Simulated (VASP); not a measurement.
A run of VASP 6.6.1 is set up as follows.

Contents of INCAR:

```
SYSTEM = Se
ALGO     = Normal         ! electronic algorithm
EDIFF    = 1E-6           ! SCF threshold, eV
ENCUT    = 520            ! plane-wave cutoff, eV
GGA      = PE             ! functional
ISIF     = 2              ! what is computed and relaxed
ISMEAR   = 0              ! smearing method
LASPH    = .True.         ! aspherical terms in the spheres
LCHARG   = .False.        ! write CHGCAR
LREAL    = .False.        ! projectors in reciprocal space
LWAVE    = .False.        ! write WAVECAR
NBANDS   = 9              ! bands
NELM     = 80             ! most SCF steps
PREC     = Accurate       ! precision mode
SIGMA    = 0.05           ! smearing width, eV
```

File KPOINTS:

```
k-points
0
Gamma
  9 9 9
  0 0 0
```

Contents of POSCAR:

```
Se
1.0
    2.8375538155      0.0000000000      0.0000000000
    0.0000000000      2.8375538155      0.0000000000
    0.0000000000      0.0000000000      2.8375538155
Se
1
Direct
    0.0000000000      0.0000000000      0.0000000000
```

Potentials or basis: VASP PAW PBE potentials, release 64 (Se).

Launch:

```bash
$ cat potpaw_PBE.64/Se/POTCAR > POTCAR
$ mpirun -np 1 vasp_std > vasp.out
```

**Question.** What does it give for the band gap on the k mesh?

**Answer.** Zero (bands 3 and 4 overlap by 5.88 eV).

**Question.** What does it give for the pressure?

**Answer.** 0.0 GPa.
